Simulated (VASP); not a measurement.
# SiC (P6_3mc) in VASP: further runs

SiC is run at these levels: LDA; tasks: single point, relaxation of cell and atoms.

All numbers are computed with VASP 6.6.1; they aren't measurements. Logs are shortened: lines on timing, memory, paths and dates and some standing lists are left out, and cuts for length are marked.

## (1) The cell of the first run

Symmetry: P6_3mc, No. 186, hexagonal system. The conventional cell has a = 3.056 Å, b = 3.056 Å, c = 5.016 Å, α = 90.00°, β = 90.00°, γ = 120.00°. Si (site symmetry 3m) has 4 C at 1.87 to 1.89 Å within 2.5 Å. C (site symmetry 3m) has 4 Si at 1.87 to 1.89 Å within 2.5 Å.

## (2) Single point, LDA

Input file INCAR:

```
PREC = Accurate
ENCUT = 520
EDIFF = 1E-6
ISMEAR = 0
SIGMA = 0.02
LREAL = False
LASPH = True
NELM = 60
ALGO = Normal
ISIF = 2
LWAVE = False
LCHARG = True
LELF = True
LVHAR = True
NBANDS = 16
```

Input file KPOINTS:

```
Automatic mesh
0
Gamma
  12 12 6
```

Input file POSCAR:

```
SiC
1.0
    3.0563782944      0.0000000000      0.0000000000
   -1.5281891472      2.6469012465      0.0000000000
    0.0000000000      0.0000000000      5.0159180859
Si C
2 2
Direct
    0.3333333333      0.6666666667      0.0045951181
    0.6666666667      0.3333333333      0.5045951181
    0.3333333333      0.6666666667      0.3804048819
    0.6666666667      0.3333333333      0.8804048819
```

Potentials or basis: VASP PAW LDA potentials, release 64 (Si, C).

Run with:

```bash
$ cat potpaw_LDA.64/Si/POTCAR potpaw_LDA.64/C/POTCAR > POTCAR
$ mpirun -np 1 vasp_std > vasp.out
```

OUTCAR:

```text
PREC = Accurate
   ENCUT = 520
   EDIFF = 1E-6
   ISMEAR = 0
   LREAL = False
   LASPH = True
   NELM = 60
   ISIF = 2

 ion  position               nearest neighbor table
   1  0.333  0.667  0.005-   4 1.87   4 1.87   4 1.87   3 1.89   2 3.07   2 3.07   2 3.07   2 3.07
                             2 3.07   2 3.07
   2  0.667  0.333  0.505-   3 1.87   3 1.87   3 1.87   4 1.89   1 3.07   1 3.07   1 3.07   1 3.07
                             1 3.07   1 3.07
   3  0.333  0.667  0.380-   2 1.87   2 1.87   2 1.87   1 1.89
   4  0.667  0.333  0.880-   1 1.87   1 1.87   1 1.87   2 1.89

  LATTYP: Found a hexagonal cell.
 ALAT       =     3.0563782944
 C/A-ratio  =     1.6411313008

  Lattice vectors:

 A1 = (   3.0563782944,   0.0000000000,   0.0000000000)
 A2 = (  -1.5281891472,   2.6469012465,   0.0000000000)
 A3 = (   0.0000000000,   0.0000000000,   5.0159180859)

Analysis of symmetry for initial positions (statically):
=====================================================================
 Subroutine PRICEL returns:
 Original cell was already a primitive cell.

 Routine SETGRP: Setting up the symmetry group for a
 hexagonal supercell.

 Subroutine GETGRP returns: Found 12 space group operations
 (whereof  6 operations were pure point group operations)
 out of a pool of 24 trial point group operations.

The static configuration has the point symmetry C_3v.
 The point group associated with its full space group is C_6v.

Analysis of symmetry for dynamics (positions and initial velocities):
=====================================================================
 Subroutine PRICEL returns:
 Original cell was already a primitive cell.

 Routine SETGRP: Setting up the symmetry group for a
 hexagonal supercell.

 Subroutine GETGRP returns: Found 12 space group operations
 (whereof  6 operations were pure point group operations)
 out of a pool of 24 trial point group operations.

The dynamic configuration has the point symmetry C_3v.
 The point group associated with its full space group is C_6v.

 Subroutine INISYM returns: Found 12 space group operations
 (whereof  6 operations are pure point group operations),
 and found     1 'primitive' translations

----------------------------------------------------------------------------------------

                                     Primitive cell

  volume of cell :      40.5784

  direct lattice vectors                    reciprocal lattice vectors
     3.056378294  0.000000000  0.000000000     0.327184630  0.188900134  0.000000000
    -1.528189147  2.646901247  0.000000000     0.000000000  0.377800268  0.000000000
     0.000000000  0.000000000  5.015918086     0.000000000  0.000000000  0.199365297

  length of vectors
     3.056378294  3.056378294  5.015918086     0.377800268  0.377800268  0.199365297

  position of ions in fractional coordinates (direct lattice)
     0.333333333  0.666666667  0.004595118
     0.666666667  0.333333333  0.504595118
     0.333333333  0.666666667  0.380404882
     0.666666667  0.333333333  0.880404882

  ion indices of the primitive-cell ions
   primitive index   ion index
                 1           1
                 2           2
                 3           3
                 4           4

----------------------------------------------------------------------------------------

 KPOINTS: Automatic mesh

Automatic generation of k-mesh.
 Grid dimensions read from file:
 generate k-points for:   12   12    6

 Generating k-lattice:

  Cartesian coordinates                     Fractional coordinates (reciprocal lattice)
     0.027265386  0.015741678  0.000000000     0.083333333  0.000000000  0.000000000
     0.000000000  0.031483356  0.000000000     0.000000000  0.083333333  0.000000000
     0.000000000  0.000000000  0.033227550     0.000000000  0.000000000  0.166666667

  Length of vectors
     0.031483356  0.031483356  0.033227550

  Shift w.r.t. Gamma in fractional coordinates (k-lattice)
     0.000000000  0.000000000  0.000000000

 Subroutine IBZKPT returns following result:
 ===========================================

 Found     76 irreducible k-points:

 Following reciprocal coordinates:
            Coordinates               Weight
  0.000000  0.000000  0.000000      1.000000
  0.083333 -0.000000  0.000000      6.000000
  0.166667  0.000000  0.000000      6.000000
  0.250000 -0.000000  0.000000      6.000000
  0.333333 -0.000000  0.000000      6.000000
  0.416667 -0.000000  0.000000      6.000000
[... 16 lines left out ...]
  0.250000 -0.000000  0.166667     12.000000
  0.333333 -0.000000  0.166667     12.000000
 [... further k-points ...]
   k-points           NKPTS =     76   k-points in BZ     NKDIM =     76   number of bands    NBANDS=     16
   number of dos      NEDOS =    301   number of ions     NIONS =      4
   total plane-waves  NPLWV =  23040
   dimension x,y,z NGX =    24 NGY =   24 NGZ =   40
   dimension x,y,z NGXF=    48 NGYF=   48 NGZF=   80
   ions per type =               2   2
   NGX,Y,Z   is equivalent  to a cutoff of  13.05, 13.05, 13.26 a.u.
   NGXF,Y,Z  is equivalent  to a cutoff of  26.11, 26.11, 26.51 a.u.
 SYSTEM =  unknown system
   PREC   = accura    normal or accurate (medium, high low for compatibility)
   ISTART =      0    job   : 0-new  1-cont  2-samecut
   ICHARG =      2    charge: 1-file 2-atom 10-const
   ISPIN  =      1    spin polarized calculation?
   LNONCOLLINEAR =      F non collinear calculations
   LSORBIT =      F    spin-orbit coupling
   LASPH  =      T    aspherical Exc in radial PAW
   ENCUT  =  520.0 eV  38.22 Ry    6.18 a.u.   5.68  5.68  9.33*2*pi/ulx,y,z
   NELM   =     60;   NELMIN=  2; NELMDL= -5     # of ELM steps
   EDIFF  = 0.1E-05   stopping-criterion for ELM
   LREAL  =      F    real-space projection
   EDIFFG = 0.1E-04   stopping-criterion for IOM
   NSW    =      0    number of steps for IOM
   IBRION =     -1    ionic relax: 0-MD 1-quasi-New 2-CG
   NFREE  =      0    steps in history (QN), initial steepest desc. (CG)
   ISIF   =      2    stress and relaxation
   ISYM   =      2    0-nonsym 1-usesym 2-fastsym
   POTIM  = 0.5000    time-step for ionic-motion
   TEBEG  =    0.0;   TEEND  =   0.0 temperature during run
   PSTRESS=    0.0 pullay stress
   NELECT =      16.0000    total number of electrons
   NUPDOWN=      -1.0000    fix difference up-down
   EMIN   =  10.00;   EMAX   =-10.00  energy-range for DOS
   EFERMI =   0.00;   METHOD = LEGACY
   ISMEAR =     0;   SIGMA  =   0.02  broadening in eV -4-tet -1-fermi 0-gaus
   EFERMI_NEDOS =   21; number of points for ismear=-14 and -15
   IALGO  =     38    algorithm
   IMIX   =      4    mixing-type and parameters
     AMIX     =   0.40;   BMIX     =  1.00
     AMIX_MAG =   1.60;   BMIX_MAG =  1.00
  volume/ion in A,a.u.               =      10.14        68.46
  Fermi-wavevector in a.u.,A,eV,Ry     =   1.200466  2.268551 19.607597  1.441118
  Thomas-Fermi vector in A             =   2.336301
   LORBIT       =      0    0 simple, 1 ext, 2 COOP (PROOUT), +10 PAW based schemes
   GGA     = CA    functional components
   LHFCALC =     F    Hartree Fock is set to
   AEXX    =    0.0000 exact exchange contribution
   IVDW    =     0    specifies the selected vdW correction
   LEPSILON=     F    determine dielectric tensor
   LRPA    =     F    only Hartree local field effects (RPA)
 non-spin polarized calculation
 Gauss-broadening in eV      SIGMA  =   0.02
  energy-cutoff  :      520.00
  volume of cell :       40.58
 maximum number of plane-waves:      1108
 NGX is ok and might be reduce to    24
   NGX = 11   NGY = 11   NGZ = 19

 number of electron      15.9999998 magnetization

 Free energy of the ion-electron system (eV)
  ---------------------------------------------------
  ext. energy  EPLUGINS =         0.00000000
  ---------------------------------------------------
  free energy    TOTEN  =       -33.27592420 eV

  energy without entropy =      -33.27592420  energy(sigma->0) =      -33.27592420

 E-fermi :   8.5149     XC(G=0): -11.6328

 val. band max:        8.4349400648   @ k =   0.0000   0.0000   0.0000
 cond. band min:      10.5500657591   @ k =   0.3333   0.3333   0.0000
 fundamental gap:      2.1151256943
 Fermi energy:         8.5149437288

 k-point     1 :       0.0000    0.0000    0.0000
  band No.  band energies     occupation
      1      -7.1984      2.00000
      2      -3.5085      2.00000
      3      -0.3934      2.00000
      4       7.1096      2.00000
      5       7.1096      2.00000
      6       8.3203      2.00000
[... 8 lines left out ...]
     15      17.4150      0.00000
     16      19.7527      0.00000

 k-point     2 :       0.0833   -0.0000    0.0000
  band No.  band energies     occupation
      1      -7.0756      2.00000
      2      -3.4030      2.00000
      3      -0.2794      2.00000
      4       6.4222      2.00000
      5       6.8933      2.00000
      6       7.9836      2.00000
[... 8 lines left out ...]
     15      17.7162      0.00000
     16      18.8318      0.00000

 k-point     3 :       0.1667    0.0000    0.0000
  band No.  band energies     occupation
      1      -6.7102      2.00000
      2      -3.0952      2.00000
      3       0.0542      2.00000
      4       4.9170      2.00000
      5       6.4064      2.00000
      6       6.8835      2.00000
[... 8 lines left out ...]
     15      18.0181      0.00000
     16      18.3537      0.00000

 k-point     4 :       0.2500   -0.0000    0.0000
  band No.  band energies     occupation
      1      -6.1128      2.00000
      2      -2.6203      2.00000
      3       0.5649      2.00000
      4       3.2589      2.00000
      5       5.5013      2.00000
      6       5.8798      2.00000
[... 8 lines left out ...]
     15      18.5311      0.00000
     16      19.2449      0.00000
[... 324 lines left out ...]
 k-point    22 :       0.1667    0.0000    0.1667
  band No.  band energies     occupation
      1      -6.5734      2.00000
      2      -3.6540      2.00000
      3       0.8122      2.00000
      4       5.0388      2.00000
      5       6.4982      2.00000
      6       6.4999      2.00000
[... 8 lines left out ...]
     15      18.2038      0.00000
     16      18.7261      0.00000

 k-point    23 :       0.2500   -0.0000    0.1667
  band No.  band energies     occupation
      1      -5.9781      2.00000
      2      -3.1404      2.00000
      3       1.2066      2.00000
      4       3.4600      2.00000
      5       5.1064      2.00000
      6       5.9787      2.00000
[... 8 lines left out ...]
     15      19.2124      0.00000
     16      19.2851      0.00000

 k-point    24 :       0.3333   -0.0000    0.1667
  band No.  band energies     occupation
      1      -5.1787      2.00000
      2      -2.5255      2.00000
      3       1.0625      2.00000
      4       2.6977      2.00000
      5       3.6571      2.00000
      6       5.5484      2.00000
[... 8 lines left out ...]
     15      19.8032      0.00000
     16      20.5080      0.00000

 [... further k-points ...]

------------------------ aborting loop because EDIFF is reached ----------------------------------------

  FORCE on cell =-STRESS in cart. coord.  units (eV):
  Direction    XX          YY          ZZ          XY          YZ          ZX
  --------------------------------------------------------------------------------------
  -------------------------------------------------------------------------------------
  Total        0.0976655      0.0976655      0.1046541      0.0000000      0.0000000      0.0000000
  in kB        3.8561724      3.8561724      4.1321055      0.0000000      0.0000000      0.0000000
  external PRESSURE =       3.9481501 kB  Pullay stress =       0.0000000 kB

 VOLUME and BASIS-vectors are now :
 -----------------------------------------------------------------------------
  energy-cutoff  :      520.00
  volume of cell :       40.58
      direct lattice vectors                 reciprocal lattice vectors
     3.056378294  0.000000000  0.000000000     0.327184630  0.188900134  0.000000000
    -1.528189147  2.646901247  0.000000000     0.000000000  0.377800268  0.000000000
     0.000000000  0.000000000  5.015918086     0.000000000  0.000000000  0.199365297

 POSITION                                       TOTAL-FORCE (eV/Angst)
 -----------------------------------------------------------------------------------
     -0.00000      1.76460      0.02305        -0.000000      0.000000      0.000535
      1.52819      0.88230      2.53101         0.000000     -0.000000      0.000535
     -0.00000      1.76460      1.90808         0.000000      0.000000     -0.000535
      1.52819      0.88230      4.41604        -0.000000      0.000000     -0.000535
 -----------------------------------------------------------------------------------
    total drift:                               -0.000000      0.000000     -0.000116

  FREE ENERGIE OF THE ION-ELECTRON SYSTEM (eV)
  ---------------------------------------------------
  free  energy   TOTEN  =       -33.2759242001 eV

  energy  without entropy=      -33.2759242001  energy(sigma->0) =      -33.27592420
```

It took 20 s on 1 thread of Intel Xeon 6975P-C, shared host; peak memory 0.16 GiB.

Results:

```
Free energy            : -33.2759 eV
Pressure               : 0.4 GPa
Band gap on the k mesh : 2.12 eV, indirect (least direct gap 3.91 eV)
```

Levels at points of the mesh, in eV from the valence-band top:
| k point | band 4 | band 5 | band 6 | band 7 | band 8 | band 9 | band 10 | band 11 | band 12 | band 13 |
| --- | --- | --- | --- | --- | --- | --- | --- | --- | --- | --- |
| (0.00, 0.00, 0.00) | -1.33 | -1.33 | -0.11 | 0.00 | 0.00 | 4.92 | 6.42 | 6.67 | 6.67 | 7.82 |
| (0.50, 0.00, 0.00) | -6.32 | -5.51 | -3.37 | -3.36 | -1.20 | 2.71 | 4.16 | 6.95 | 7.11 | 10.11 |
| (0.00, 0.00, 0.50) | -4.46 | -0.72 | -0.72 | -0.72 | -0.72 | 6.00 | 6.00 | 7.35 | 7.35 | 7.35 |
| (0.50, 0.00, 0.50) | -8.37 | -2.48 | -2.48 | -2.35 | -2.35 | 3.25 | 3.25 | 5.23 | 5.23 | 10.39 |

## (3) Relaxation of cell and atoms, LDA

This run uses another cell than the first one, of 10.50 Å³/atom, 1.035 times its volume.

Input file INCAR:

```
PREC     = Accurate       # precision mode
ENCUT    = 600            # plane-wave cutoff, eV
EDIFF    = 1E-6           # SCF threshold, eV
ISMEAR   = 0              # smearing method
SIGMA    = 0.02           # smearing width, eV
LREAL    = F              # projectors in reciprocal space
LASPH    = T              # aspherical terms in the spheres
NELM     = 80             # most SCF steps
ALGO     = Normal         # electronic algorithm
ISIF     = 3              # what is computed and relaxed
LWAVE    = F              # write WAVECAR
LCHARG   = F              # write CHGCAR
IBRION   = 2              # ionic algorithm
NSW      = 70             # ionic steps
EDIFFG   = -0.005         # ionic threshold
```

KPOINTS is that of step 2.

Input file POSCAR:

```
SiC
1.0
    3.0917665516      0.0000000000      0.0000000000
   -1.5458832758      2.6775483763      0.0000000000
    0.0000000000      0.0000000000      5.0740210439
Si C
2 2
Direct
    0.3333333333      0.6666666667      0.0045635120
    0.6666666667      0.3333333333      0.5045635120
    0.3333333333      0.6666666667      0.3804364880
    0.6666666667      0.3333333333      0.8804364880
```

Potentials or basis: VASP PAW LDA potentials, release 64 (Si, C).

Run with:

```bash
$ cat potpaw_LDA.64/Si/POTCAR potpaw_LDA.64/C/POTCAR > POTCAR
$ mpirun -np 1 vasp_std > vasp.out
```

Run time: 1.7 min. Hardware: 1 thread of Intel Xeon 6975P-C, shared host; peak memory 0.18 GiB.

The run converged. Its results:

| Property | Result |
| --- | --- |
| Free energy | -33.2820 eV |
| Relaxed volume | 10.15 Å³/atom |
| Relaxed cell | a = 3.057 Å, b = 3.057 Å, c = 5.018 Å, α = 90.00°, β = 90.00°, γ = 120.00° |
| Space group after relaxing (to 0.05 Å) | P6_3mc (No. 186) |
| Energy gained by relaxing | 8.0 meV/atom |
| Ionic steps | 6 |
| Pressure after relaxing | 0.0 GPa |
| Band gap on the k mesh | 2.12 eV, indirect (least direct gap 3.91 eV) |

Step by step:
```tsv
step	energy change (eV)	largest force (eV/Å)	pressure (GPa)	volume (Å³)
1	0.0000	0.0002	-7.21	42.00
2	0.0058	0.0196	8.76	39.20
3	-0.0320	0.0086	-0.05	40.63
4	-0.0320	0.0088	0.10	40.60
5	-0.0320	0.0099	-0.09	40.64
6	-0.0320	0.0004	0.01	40.62
```

Final structure:
```cif
data_structure
_symmetry_space_group_name_H-M 'P 1'
_symmetry_Int_Tables_number 1
_cell_length_a 3.0573
_cell_length_b 3.0573
_cell_length_c 5.0177
_cell_angle_alpha 90.000
_cell_angle_beta 90.000
_cell_angle_gamma 120.000
_cell_volume 40.62
loop_
_atom_site_label
_atom_site_type_symbol
_atom_site_fract_x
_atom_site_fract_y
_atom_site_fract_z
_atom_site_occupancy
Si1 Si 0.33333 0.66667 0.00460 1
Si2 Si 0.66667 0.33333 0.50460 1
C1 C 0.33333 0.66667 0.38040 1
C2 C 0.66667 0.33333 0.88040 1
```

Levels at points of the mesh, in eV from the valence-band top:
| k point | band 5 | band 6 | band 7 | band 8 | band 9 | band 10 | band 11 | band 12 |
| --- | --- | --- | --- | --- | --- | --- | --- | --- |
| (0.00, 0.00, 0.00) | -1.32 | -0.11 | 0.00 | 0.00 | 4.92 | 6.41 | 6.66 | 6.66 |
| (0.50, 0.00, 0.00) | -5.51 | -3.37 | -3.36 | -1.20 | 2.71 | 4.16 | 6.95 | 7.11 |
| (0.00, 0.00, 0.50) | -0.72 | -0.72 | -0.72 | -0.72 | 5.99 | 5.99 | 7.34 | 7.34 |
| (0.50, 0.00, 0.50) | -2.47 | -2.47 | -2.35 | -2.35 | 3.25 | 3.25 | 5.23 | 5.23 |
